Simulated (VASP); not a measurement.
Crystal: CuO.

```
CELL_PARAMETERS angstrom
0.00000 2.32725 2.32725
2.32725 0.00000 2.32725
2.32725 2.32725 0.00000
ATOMIC_POSITIONS crystal
Cu 0.00000 0.00000 0.00000
O 0.25000 0.25000 0.25000
```

Base run:

* Program: VASP 6.6.1
* Functional: PBEsol
* Potentials or basis: VASP PAW PBE potentials, release 64 (Cu_sv_GW, O)
* Cutoff: 820 eV
* k mesh: 7 × 7 × 7
* Occupations: gaussian, width 0.05 eV
* Spin: collinear spin, ferromagnetic start
* Starting moments: [0.42, 0.38] μB
* Fixed moment: 0.75 μB
* Hubbard terms: Cu d U = 4.0 eV

Its results: pressure -15.4 GPa; net moment 0.75 μB per cell; site moments Cu +0.45; O +0.28 μB.

Question: The run is repeated on the same cell with these changes: fixed moment from 0.75 μB to none. What comes out?

Answer: Pressure -14.7 GPa; net moment 0.98 μB per cell; site moments Cu +0.58; O +0.38 μB.

Caveats: the cell stands under tension; the PAW data sets were made with another functional, which shifts forces and pressure a little; a cell with one magnetic atom can't hold antiferromagnetic order, which such compounds often take; the total moment is fixed, so each spin has its own Fermi level and the state may be an excited one (at least some runs).
